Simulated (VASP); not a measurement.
# LaTiO3 (Pm-3m) in VASP: single point with LDA

Aim: the single point of LaTiO3 with LDA.

Program: VASP 6.6.1. These are calculated values, not measurements. Logs are shortened: lines on timing, memory, paths and dates and some standing lists are left out, and cuts for length are marked.

## (1) The cell of the first run

It takes space group Pm-3m (No. 221, cubic). The conventional cell has a = 4.124 Å, b = 4.124 Å, c = 4.124 Å, α = 90.00°, β = 90.00°, γ = 90.00°. Within 2.7 Å of Ti (site symmetry m-3m) lie 6 O at 2.06 Å. O (site symmetry 4/mmm) has 2 Ti at 2.06 Å within 2.7 Å. La (site symmetry m-3m) has 12 O at 2.92 Å and 8 Ti at 3.57 Å within 3.8 Å.

## (2) Single point, LDA, collinear spin

File INCAR:

```
PREC = Accurate
ENCUT = 520
EDIFF = 1E-6
ISMEAR = -1
SIGMA = 0.1
LREAL = False
LASPH = True
NELM = 150
ALGO = Normal
ISIF = 2
LWAVE = False
LCHARG = False
ISPIN = 2
MAGMOM = 1 0 0 0 0
LORBIT = 11
LMAXMIX = 6
GGA = CA
NBANDS = 32
```

File KPOINTS:

```
Automatic mesh
0
Gamma
  6 6 6
```

File POSCAR:

```
LaTiO3
1.0
    4.1236751900      0.0000000000      0.0000000000
    0.0000000000      4.1236751900      0.0000000000
    0.0000000000      0.0000000000      4.1236751900
Ti O La
1 3 1
Direct
    0.0000000000      0.0000000000      0.0000000000
    0.5000000000      0.0000000000      0.0000000000
    0.0000000000      0.5000000000      0.0000000000
    0.0000000000      0.0000000000      0.5000000000
    0.5000000000      0.5000000000      0.5000000000
```

Potentials or basis: VASP PAW LDA potentials, release 64 (Ti_sv, O, La).

Command:

```sh
> cat potpaw_LDA.64/Ti_sv/POTCAR potpaw_LDA.64/O/POTCAR potpaw_LDA.64/La/POTCAR > POTCAR
> mpirun -np 1 vasp_std > vasp.out
```

OUTCAR:

```text
PREC = Accurate
   ENCUT = 520
   EDIFF = 1E-6
   ISMEAR = -1
   LREAL = False
   LASPH = True
   NELM = 150
   ISIF = 2
   ISPIN = 2
   LORBIT = 11
   GGA = CA

 ion  position               nearest neighbor table
   1  0.000  0.000  0.000-   2 2.06   3 2.06   4 2.06   4 2.06   3 2.06   2 2.06
   2  0.500  0.000  0.000-   1 2.06   1 2.06
   3  0.000  0.500  0.000-   1 2.06   1 2.06
   4  0.000  0.000  0.500-   1 2.06   1 2.06
   5  0.500  0.500  0.500-

  LATTYP: Found a simple cubic cell.
 ALAT       =     4.1236751900

  Lattice vectors:

 A1 = (   4.1236751900,   0.0000000000,   0.0000000000)
 A2 = (   0.0000000000,   4.1236751900,   0.0000000000)
 A3 = (   0.0000000000,   0.0000000000,   4.1236751900)

Analysis of symmetry for initial positions (statically):
=====================================================================
 Subroutine PRICEL returns:
 Original cell was already a primitive cell.

 Routine SETGRP: Setting up the symmetry group for a
 simple cubic supercell.

 Subroutine GETGRP returns: Found 48 space group operations
 (whereof 48 operations were pure point group operations)
 out of a pool of 48 trial point group operations.

The static configuration has the point symmetry O_h .

Analysis of symmetry for dynamics (positions and initial velocities):
=====================================================================
 Subroutine PRICEL returns:
 Original cell was already a primitive cell.

 Routine SETGRP: Setting up the symmetry group for a
 simple cubic supercell.

 Subroutine GETGRP returns: Found 48 space group operations
 (whereof 48 operations were pure point group operations)
 out of a pool of 48 trial point group operations.

The dynamic configuration has the point symmetry O_h .

Analysis of structural, dynamic, and magnetic symmetry:
=====================================================================
 Subroutine PRICEL returns:
 Original cell was already a primitive cell.

 Routine SETGRP: Setting up the symmetry group for a
 simple cubic supercell.

 Subroutine GETGRP returns: Found 48 space group operations
 (whereof 48 operations were pure point group operations)
 out of a pool of 48 trial point group operations.

The overall configuration has the point symmetry O_h .

 Subroutine INISYM returns: Found 48 space group operations
[... 128 lines left out ...]
   LRPA    =     F    only Hartree local field effects (RPA)
 spin polarized calculation
  energy-cutoff  :      520.00
  volume of cell :       70.12
 maximum number of plane-waves:      1924
 NGX is ok and might be reduce to    32
   NGX = 15   NGY = 15   NGZ = 15

 number of electron      41.0000025 magnetization       0.0005300

 number of electron      41.0000025 magnetization      -0.0000266

 Free energy of the ion-electron system (eV)
  ---------------------------------------------------
  ext. energy  EPLUGINS =         0.00000000
  ---------------------------------------------------
  free energy    TOTEN  =       -47.00020556 eV

  energy without entropy =      -46.90616816  energy(sigma->0) =      -46.95318686

 E-fermi :   8.5513     XC(G=0): -11.3808

 val. band max:        8.5388910456   @ k =   0.1667   0.1667   0.1667
 cond. band min:       8.5755259019   @ k =   0.0000   0.0000   0.0000
 fundamental gap:      0.0366348563
 Fermi energy:         8.5512590261

 spin component 1

 k-point     1 :       0.0000    0.0000    0.0000
  band No.  band energies     occupation
      1     -49.0796      1.00000
      2     -25.7274      1.00000
      3     -25.7274      1.00000
      4     -25.7274      1.00000
      5     -25.3332      1.00000
      6     -10.9465      1.00000
[... 689 lines left out ...]
     31      10.3286      0.00000
     32      10.3286      0.00000
 Fermi energy:         8.5512590261

 spin component 2

 k-point     1 :       0.0000    0.0000    0.0000
  band No.  band energies     occupation
      1     -49.0796      1.00000
      2     -25.7274      1.00000
      3     -25.7274      1.00000
      4     -25.7274      1.00000
      5     -25.3332      1.00000
      6     -10.9465      1.00000
[... 689 lines left out ...]
     31      10.3285      0.00000
     32      10.3285      0.00000

------------------------ aborting loop because EDIFF is reached ----------------------------------------

  FORCE on cell =-STRESS in cart. coord.  units (eV):
  Direction    XX          YY          ZZ          XY          YZ          ZX
  --------------------------------------------------------------------------------------
  -------------------------------------------------------------------------------------
  Total      -11.5756362    -11.5756362    -11.5756362      0.0000000      0.0000000     -0.0000000
  in kB     -264.4856419   -264.4856419   -264.4856419      0.0000000      0.0000000     -0.0000000
  external PRESSURE =    -264.4856419 kB  Pullay stress =       0.0000000 kB

 VOLUME and BASIS-vectors are now :
 -----------------------------------------------------------------------------
  energy-cutoff  :      520.00
  volume of cell :       70.12
      direct lattice vectors                 reciprocal lattice vectors
     4.123675190  0.000000000  0.000000000     0.242502126  0.000000000  0.000000000
     0.000000000  4.123675190  0.000000000     0.000000000  0.242502126  0.000000000
     0.000000000  0.000000000  4.123675190     0.000000000  0.000000000  0.242502126

 POSITION                                       TOTAL-FORCE (eV/Angst)
 -----------------------------------------------------------------------------------
      0.00000      0.00000      0.00000         0.000000      0.000000      0.000000
      2.06184      0.00000      0.00000         0.000000      0.000000      0.000000
      0.00000      2.06184      0.00000         0.000000      0.000000      0.000000
      0.00000      0.00000      2.06184         0.000000      0.000000      0.000000
      2.06184      2.06184      2.06184         0.000000      0.000000      0.000000
 -----------------------------------------------------------------------------------
    total drift:                                0.000000      0.000000     -0.000000

  FREE ENERGIE OF THE ION-ELECTRON SYSTEM (eV)
  ---------------------------------------------------
  free  energy   TOTEN  =       -47.0002055611 eV

  energy  without entropy=      -46.9061681636  energy(sigma->0) =      -46.95318686

 total charge

# of ion       s       p       d       f       tot
--------------------------------------------------
    1        2.180   6.207   1.806   0.000  10.193
    2        1.546   3.395   0.000   0.000   4.941
    3        1.546   3.395   0.000   0.000   4.941
    4        1.546   3.395   0.000   0.000   4.941
    5        2.001   5.652   0.414   0.242   8.309
--------------------------------------------------
tot          8.819  22.045   2.220   0.242  33.327

 magnetization (x)

# of ion       s       p       d       f       tot
--------------------------------------------------
    1       -0.000   0.000  -0.000   0.000  -0.000
    2        0.000  -0.000   0.000   0.000  -0.000
    3        0.000  -0.000   0.000   0.000  -0.000
    4        0.000  -0.000   0.000   0.000  -0.000
    5       -0.000   0.000   0.000  -0.000  -0.000
--------------------------------------------------
tot         -0.000  -0.000  -0.000  -0.000  -0.000
```

OSZICAR:

```text
N       E                     dE             d eps       ncg     rms          rms(c)
DAV:   1     0.413054578915E+03    0.41305E+03   -0.18484E+04  3096   0.194E+03
DAV:   2     0.242206401229E+02   -0.38883E+03   -0.34515E+03  2728   0.395E+02
DAV:   3    -0.501722985303E+02   -0.74393E+02   -0.71092E+02  3408   0.160E+02
DAV:   4    -0.553928352230E+02   -0.52205E+01   -0.51557E+01  4432   0.436E+01
DAV:   5    -0.555932962605E+02   -0.20046E+00   -0.19872E+00  3680   0.723E+00    0.210E+01
DAV:   6    -0.486243797844E+02    0.69689E+01   -0.72830E+01  4136   0.524E+01    0.114E+01
DAV:   7    -0.469832174633E+02    0.16412E+01   -0.18213E+01  4208   0.307E+01    0.592E+00
DAV:   8    -0.470636005827E+02   -0.80383E-01   -0.27470E+00  3792   0.761E+00    0.310E+00
DAV:   9    -0.470338643765E+02    0.29736E-01   -0.75822E-01  3944   0.587E+00    0.164E+00
DAV:  10    -0.470043704026E+02    0.29494E-01   -0.29565E-01  3920   0.385E+00    0.667E-01
DAV:  11    -0.470034655669E+02    0.90484E-03   -0.26253E-02  4256   0.122E+00    0.491E-01
DAV:  12    -0.470012074968E+02    0.22581E-02   -0.58976E-03  3808   0.441E-01    0.262E-01
DAV:  13    -0.470004687031E+02    0.73879E-03   -0.70042E-03  4184   0.563E-01    0.126E-01
DAV:  14    -0.470003533761E+02    0.11533E-03   -0.45789E-04  3944   0.149E-01    0.902E-02
DAV:  15    -0.470003095630E+02    0.43813E-04   -0.33404E-05  4304   0.463E-02    0.713E-02
DAV:  16    -0.470002069382E+02    0.10262E-03   -0.10347E-04  3656   0.998E-02    0.130E-02
DAV:  17    -0.470002055028E+02    0.14354E-05   -0.16004E-05  4360   0.218E-02    0.626E-03
DAV:  18    -0.470002055611E+02   -0.58247E-07   -0.40139E-07  2224   0.406E-03
   1 F= -.47000206E+02 E0= -.46953187E+02  d E =-.940374E-01  mag=    -0.0000
```

stdout:

```text
POSCAR found type information on POSCAR TiO La
 POSCAR found :  3 types and       5 ions
 scaLAPACK will be used
 LDA part: xc-table for (Slater(with rela. corr.)+CA(PZ))
 , standard interpolation
 POSCAR, INCAR and KPOINTS ok, starting setup
 FFT: planning ... GRIDC
 FFT: planning ... GRID_SOFT
 FFT: planning ... GRID
 WAVECAR not read
 entering main loop
```

Wall time 57 s (1 thread of Intel Xeon Platinum 8488C (Sapphire Rapids), shared host); peak memory 0.22 GiB.

Results:

```yaml
Free_energy: -47.0002 eV
Pressure: -26.4 GPa
Net_moment: 0.00 μB per cell
Valence_electrons_inside_the_program's_atomic_spheres: Ti 10.19; O 4.94; La 8.31
```

Caveat: the cell stands under tension; spin-orbit coupling is left out, which moves the levels of the heavy elements; semilocal functionals often make such compounds metallic where correlation or magnetic order opens a gap, which also shifts bond lengths.
